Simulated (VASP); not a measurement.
The system is Hf.

```
Hf
1.0
     3.21787    0.00000    0.00000
    -1.60894    2.78676    0.00000
     0.00000    0.00000    5.09130
Hf
2
Direct
  0.66667 0.33333 0.75000
  0.33333 0.66667 0.25000
```

Program: VASP 6.6.1. Alike in all runs: task single point; no spin polarisation; cell as given; cutoff (eV) 520; smearing fermi-dirac 0.05 eV.

Q: Order these runs on this cell by their pressure, lowest first.
A. level PBEsol; potentials or basis VASP PAW PBE potentials, release 64 (Hf_pv); k mesh 10 × 10 × 5
B. level LDA; potentials or basis VASP PAW LDA potentials, release 64 (Hf_pv); k mesh 10 × 10 × 5
C. level B3LYP5; potentials or basis VASP PAW PBE potentials, release 64 (Hf_pv); k mesh 5 × 5 × 3; grid for exact exchange (PRECFOCK) Normal; share of exact exchange 0.2

A: B (-9.6 GPa), A (-6.2 GPa), C (-0.7 GPa).

Caveats: some runs use coarse meshes; the cell stands under tension (at least some runs); the PAW data sets were made with another functional, which shifts forces and pressure a little (at least some runs).
